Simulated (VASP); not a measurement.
# Si (Ibca) in VASP: notebook

Si is run at these levels: PBE; tasks: single point.

Program: VASP 6.6.1. These are calculated values, not measurements. Logs are shortened: lines on timing, memory, paths and dates and some standing lists are left out, and cuts for length are marked.

## 1. The cell of the first run

Symmetry: Ibca, No. 73, orthorhombic system. Conventional cell: a = 6.198 Å, b = 6.716 Å, c = 6.716 Å, α = 90.00°, β = 90.00°, γ = 90.00°. Within 3.0 Å of Si (site symmetry 1) lie 4 Si at 2.29 to 2.42 Å.

## 2. Single point, PBE (17.47 Å³/atom)

The input, INCAR:

```
  ALGO = Fast
  EDIFF = 1E-6
  ENCUT = 520
  GGA = PE
  ISIF = 2
  ISMEAR = 0
  LASPH = True
  LCHARG = True
  LELF = True
  LREAL = False
  LVHAR = True
  LWAVE = False
  NBANDS = 26
  NELM = 60
  PREC = Accurate
  SIGMA = 0.15
```

The input, KPOINTS:

```
k-points
0
Gamma
  10 10 10
```

The input, POSCAR:

```
Si
1.0
   -3.3579950982      3.3579950982      3.0987578766
    3.3579950982     -3.3579950982      3.0987578766
    3.3579950982      3.3579950982     -3.0987578766
Si
8
Direct
    0.2028545115      0.2028545115      0.2028545115
    0.5000000000      0.0000000000      0.2971454885
    0.2971454885      0.5000000000      0.0000000000
    0.0000000000      0.2971454885      0.5000000000
    0.7971454885      0.7971454885      0.7971454885
    0.5000000000      0.0000000000      0.7028545115
    0.7028545115      0.5000000000      0.0000000000
    0.0000000000      0.7028545115      0.5000000000
```

Potentials or basis: VASP PAW PBE potentials, release 64 (Si).

Command:

```
cat potpaw_PBE.64/Si/POTCAR > POTCAR
mpirun -np 1 vasp_std > vasp.out
```

OUTCAR:

```text
EDIFF = 1E-6
   ENCUT = 520
   GGA = PE
   ISIF = 2
   ISMEAR = 0
   LASPH = True
   LREAL = False
   NELM = 60
   PREC = Accurate

 ion  position               nearest neighbor table
   1  0.203  0.203  0.203-   3 2.29   5 2.30   4 2.36   2 2.42
   2  0.500  0.000  0.297-   4 2.29   6 2.30   3 2.36   1 2.42
   3  0.297  0.500  0.000-   1 2.29   7 2.30   2 2.36   4 2.42
   4  0.000  0.297  0.500-   2 2.29   8 2.30   1 2.36   3 2.42
   5  0.797  0.797  0.797-   7 2.29   1 2.30   8 2.36   6 2.42
   6  0.500  0.000  0.703-   8 2.29   2 2.30   7 2.36   5 2.42
   7  0.703  0.500  0.000-   5 2.29   3 2.30   6 2.36   8 2.42
   8  0.000  0.703  0.500-   6 2.29   4 2.30   5 2.36   7 2.42

  LATTYP: Found a body centered tetragonal cell.
 ALAT       =     6.7159901964
 C/A-ratio  =     0.9228000000

  Lattice vectors:

 A1 = (  -3.3579950982,   3.3579950982,   3.0987578766)
 A2 = (   3.3579950982,  -3.3579950982,   3.0987578766)
 A3 = (   3.3579950982,   3.3579950982,  -3.0987578766)

Analysis of symmetry for initial positions (statically):
=====================================================================
 Subroutine PRICEL returns:
 Original cell was already a primitive cell.

 Routine SETGRP: Setting up the symmetry group for a
 body centered tetragonal supercell.

 Subroutine GETGRP returns: Found  8 space group operations
 (whereof  2 operations were pure point group operations)
 out of a pool of 16 trial point group operations.

The static configuration has the point symmetry S_2 .
 The point group associated with its full space group is D_2h.

Analysis of symmetry for dynamics (positions and initial velocities):
=====================================================================
 Subroutine PRICEL returns:
 Original cell was already a primitive cell.

 Routine SETGRP: Setting up the symmetry group for a
 body centered tetragonal supercell.

 Subroutine GETGRP returns: Found  8 space group operations
 (whereof  2 operations were pure point group operations)
 out of a pool of 16 trial point group operations.

The dynamic configuration has the point symmetry S_2 .
 The point group associated with its full space group is D_2h.

 Subroutine INISYM returns: Found  8 space group operations
 (whereof  2 operations are pure point group operations),
 and found     1 'primitive' translations

----------------------------------------------------------------------------------------
[... 111 lines left out ...]
   ISIF   =      2    stress and relaxation
   ISYM   =      2    0-nonsym 1-usesym 2-fastsym
   POTIM  = 0.5000    time-step for ionic-motion
   TEBEG  =    0.0;   TEEND  =   0.0 temperature during run
   PSTRESS=    0.0 pullay stress
   NELECT =      32.0000    total number of electrons
   NUPDOWN=      -1.0000    fix difference up-down
   EMIN   =  10.00;   EMAX   =-10.00  energy-range for DOS
   EFERMI =   0.00;   METHOD = LEGACY
   ISMEAR =     0;   SIGMA  =   0.15  broadening in eV -4-tet -1-fermi 0-gaus
   EFERMI_NEDOS =   21; number of points for ismear=-14 and -15
   IALGO  =     68    algorithm
   IMIX   =      4    mixing-type and parameters
     AMIX     =   0.40;   BMIX     =  1.00
     AMIX_MAG =   1.60;   BMIX_MAG =  1.00
  volume/ion in A,a.u.               =      17.47       117.90
  Fermi-wavevector in a.u.,A,eV,Ry     =   1.001511  1.892581 13.646964  1.003024
  Thomas-Fermi vector in A             =   2.133937
   LORBIT       =      0    0 simple, 1 ext, 2 COOP (PROOUT), +10 PAW based schemes
   GGA     = PE    functional components
   LHFCALC =     F    Hartree Fock is set to
   AEXX    =    0.0000 exact exchange contribution
   IVDW    =     0    specifies the selected vdW correction
   LEPSILON=     F    determine dielectric tensor
   LRPA    =     F    only Hartree local field effects (RPA)
 non-spin polarized calculation
 RMM-DIIS sequential band-by-band and
 Gauss-broadening in eV      SIGMA  =   0.15
  energy-cutoff  :      520.00
  volume of cell :      139.77
 maximum number of plane-waves:      3811
   NGX = 21   NGY = 21   NGZ = 21

 number of electron      31.9999998 magnetization

 Free energy of the ion-electron system (eV)
  ---------------------------------------------------
  ext. energy  EPLUGINS =         0.00000000
  ---------------------------------------------------
  free energy    TOTEN  =       -41.71245681 eV

  energy without entropy =      -41.70149648  energy(sigma->0) =      -41.70697665

 E-fermi :   7.5665     XC(G=0): -10.1455

 val. band max:        7.5600471436   @ k =   0.5000   0.5000   0.3000
 cond. band min:       7.6030995812   @ k =   0.4000  -0.3000   0.3000
 fundamental gap:      0.0430524376
 Fermi energy:         7.5664925150

 k-point     1 :       0.0000    0.0000    0.0000
  band No.  band energies     occupation
      1      -5.4346      2.00000
      2      -0.9483      2.00000
      3      -0.8319      2.00000
      4      -0.3595      2.00000
      5      -0.1814      2.00000
      6       0.9138      2.00000
[... 685 lines left out ...]
     25      12.6414      0.00000
     26      12.8028      0.00000

 [... further k-points ...]

------------------------ aborting loop because EDIFF is reached ----------------------------------------

  FORCE on cell =-STRESS in cart. coord.  units (eV):
  Direction    XX          YY          ZZ          XY          YZ          ZX
  --------------------------------------------------------------------------------------
  -------------------------------------------------------------------------------------
  Total        1.5137527      1.9331372     12.2084313      0.0000000      0.0000000      0.0000000
  in kB       17.3523281     22.1597829    139.9467104      0.0000000      0.0000000      0.0000000
  external PRESSURE =      59.8196071 kB  Pullay stress =       0.0000000 kB

 VOLUME and BASIS-vectors are now :
 -----------------------------------------------------------------------------
  energy-cutoff  :      520.00
  volume of cell :      139.77
      direct lattice vectors                 reciprocal lattice vectors
    -3.357995098  3.357995098  3.098757877     0.000000000  0.148898371  0.161354975
     3.357995098 -3.357995098  3.098757877     0.148898371  0.000000000  0.161354975
     3.357995098  3.357995098 -3.098757877     0.148898371  0.148898371  0.000000000

 POSITION                                       TOTAL-FORCE (eV/Angst)
 -----------------------------------------------------------------------------------
      0.68118      0.68118      0.62860         0.035022      0.651741     -0.182652
     -0.68118      2.67681      0.62860        -0.035022     -0.651741     -0.182652
      0.68118     -0.68118      2.47016         0.035022     -0.651741      0.182652
      2.67681      0.68118     -0.62860        -0.035022      0.651741      0.182652
      2.67681      2.67681      2.47016        -0.035022     -0.651741      0.182652
      0.68118      4.03918     -0.62860         0.035022      0.651741      0.182652
     -0.68118      0.68118      3.72735        -0.035022      0.651741     -0.182652
      4.03918     -0.68118      0.62860         0.035022     -0.651741     -0.182652
 -----------------------------------------------------------------------------------
    total drift:                                0.000000      0.000000      0.000000

  FREE ENERGIE OF THE ION-ELECTRON SYSTEM (eV)
  ---------------------------------------------------
  free  energy   TOTEN  =       -41.7124568099 eV

  energy  without entropy=      -41.7014964840  energy(sigma->0) =      -41.70697665
```

OSZICAR:

```text
N       E                     dE             d eps       ncg     rms          rms(c)
DAV:   1     0.589385137753E+02    0.58939E+02   -0.12158E+04  8892   0.103E+03
DAV:   2    -0.377100041238E+02   -0.96649E+02   -0.88676E+02 10944   0.146E+02
DAV:   3    -0.423916607516E+02   -0.46817E+01   -0.45569E+01 11824   0.287E+01
DAV:   4    -0.424629986465E+02   -0.71338E-01   -0.71073E-01 11116   0.434E+00
DAV:   5    -0.424642291050E+02   -0.12305E-02   -0.12289E-02 11700   0.526E-01    0.100E+01
RMM:   6    -0.418794202497E+02    0.58481E+00   -0.42360E-01  9031   0.214E+00    0.596E+00
RMM:   7    -0.417189046530E+02    0.16052E+00   -0.62350E-01  9638   0.271E+00    0.803E-01
RMM:   8    -0.417120838888E+02    0.68208E-02   -0.74513E-02  9578   0.136E+00    0.202E-01
RMM:   9    -0.417124814807E+02   -0.39759E-03   -0.16066E-02 10928   0.575E-01    0.191E-01
RMM:  10    -0.417124758156E+02    0.56651E-05   -0.29211E-03 10474   0.300E-01    0.683E-02
RMM:  11    -0.417124501460E+02    0.25670E-04   -0.66318E-04 10626   0.147E-01    0.436E-02
RMM:  12    -0.417124595138E+02   -0.93678E-05   -0.99021E-05 11141   0.522E-02    0.348E-02
RMM:  13    -0.417124575939E+02    0.19199E-05   -0.19834E-05 10631   0.238E-02    0.132E-02
RMM:  14    -0.417124568099E+02    0.78393E-06   -0.39340E-06  8974   0.111E-02
   1 F= -.41712457E+02 E0= -.41706977E+02  d E =-.109603E-01
```

stdout:

```text
POSCAR found type information on POSCAR Si
 POSCAR found :  1 types and       8 ions
 scaLAPACK will be used
 LDA part: xc-table for (Slater+PW92), standard interpolation
 POSCAR, INCAR and KPOINTS ok, starting setup
 FFT: planning ... GRIDC
 FFT: planning ... GRID_SOFT
 FFT: planning ... GRID
 WAVECAR not read
 entering main loop
```

It took 10 min on 1 thread of AMD EPYC 9755, shared host; peak memory 0.51 GiB.

Results:

- Free energy: -41.7125 eV
- Pressure: 6.0 GPa
- Largest force: 0.678 eV/Å
- Band gap on the k mesh: zero (bands 16 and 17 overlap by 0.28 eV)

Forces on the atoms (eV/Å):
```
Si   0.035  0.652 -0.183
Si  -0.035 -0.652 -0.183
Si   0.035 -0.652  0.183
Si  -0.035  0.652  0.183
Si  -0.035 -0.652  0.183
Si   0.035  0.652  0.183
Si  -0.035  0.652 -0.183
Si   0.035 -0.652 -0.183
```

Levels at points of the mesh, in eV from the Fermi level:
```csv
k point,band 12,band 13,band 14,band 15,band 16,band 17,band 18,band 19,band 20,band 21
"(0.00, 0.00, 0.00)",-4.16,-4.08,-1.77,-1.72,-0.21,1.12,1.21,2.96,3.56,3.66
"(0.50, 0.00, 0.00)",-2.71,-2.07,-2.07,-1.63,-1.63,0.77,0.77,1.91,1.91,2.08
"(0.50, 0.00, 0.50)",-2.87,-1.94,-1.94,-1.21,-1.21,0.12,0.12,2.10,2.10,2.24
"(0.50, 0.50, 0.00)",-2.65,-2.25,-2.25,-1.15,-1.15,0.35,0.35,1.92,1.92,2.69
"(0.50, 0.50, 0.50)",-2.65,-2.59,-0.50,-0.12,0.13,0.58,2.32,2.65,2.80,2.89
```

Caveat: the stress differs along the axes, from 2 to 14 GPa; semilocal functionals underestimate gaps, and a narrow one can read as zero.

## 3. Single point, PBE (18.95 Å³/atom)

This run uses another cell than the first one, of 18.95 Å³/atom.

The input, INCAR:

```
SYSTEM = Si
  PREC = Accurate
  ENCUT = 520
  EDIFF = 1E-6
  ISMEAR = 0
  SIGMA = 0.15
  LREAL = .False.
  LASPH = .True.
  NELM = 80
  ALGO = Fast
  ISIF = 2
  LWAVE = .False.
  LCHARG = .False.
  GGA = PE
  NBANDS = 26
```

The input, KPOINTS:

```
regular mesh
0
Gamma
  10 10 10
  0 0 0
```

POSCAR, as its differences from that of step 2:

```diff
@@ -2,5 +2,5 @@
 1.0
-   -3.3579950982      3.3579950982      3.0987578766
-    3.3579950982     -3.3579950982      3.0987578766
-    3.3579950982      3.3579950982     -3.0987578766
+   -3.3142165427      3.3142165427      3.4500994210
+    3.3142165427     -3.3142165427      3.4500994210
+    3.3142165427      3.3142165427     -3.4500994210
 Si
```

Potentials or basis: VASP PAW PBE potentials, release 64 (Si).

Command:

```
cat potpaw_PBE.64/Si/POTCAR > POTCAR
mpirun -np 1 vasp_std > vasp.out
```

Wall time 15 min (1 thread of Oxide Virtual Turin-like, shared host); peak memory 0.58 GiB.

It converged, with:

| Quantity | Value |
| --- | --- |
| Free energy | -42.0331 eV |
| Pressure | -2.4 GPa |
| Largest force | 0.217 eV/Å |
| Band gap on the k mesh | zero (bands 16 and 17 overlap by 0.07 eV) |

Forces in eV/Å, atoms in the order of the input:
```
Si   0.005 -0.215  0.026
Si  -0.005  0.215  0.026
Si   0.005  0.215 -0.026
Si  -0.005 -0.215 -0.026
Si  -0.005  0.215 -0.026
Si   0.005 -0.215 -0.026
Si  -0.005 -0.215  0.026
Si   0.005  0.215  0.026
```

Stress tensor (GPa, compression positive):
```
-0.52  0.00  0.00
 0.00 -0.43  0.00
 0.00  0.00 -6.24
```

Levels at points of the mesh, in eV from the Fermi level:
```
           k point  band 12  band 13  band 14  band 15  band 16  band 17  band 18  band 19  band 20  band 21
(0.00, 0.00, 0.00)    -3.93    -3.82    -1.68    -1.30    -0.69     1.14     1.91     1.97     3.38     3.66
(0.50, 0.00, 0.00)    -2.65    -2.03    -2.03    -1.12    -1.12     0.25     0.25     2.01     2.01     2.34
(0.00, 0.50, 0.00)    -2.54    -2.11    -2.11    -1.33    -1.33     0.57     0.57     1.94     1.94     2.21
(0.50, 0.50, 0.00)    -2.58    -2.06    -2.06    -1.40    -1.40     0.45     0.45     1.86     1.86     2.03
(0.50, 0.50, 0.50)    -2.50    -2.50    -0.59    -0.04     0.12     0.34     2.47     2.51     2.62     2.73
```

Caveat: the stress differs along the axes, from -6 to -0 GPa; semilocal functionals underestimate gaps, and a narrow one can read as zero.

The gap in the log of VASP goes by the Fermi energy; the results here count the filled bands.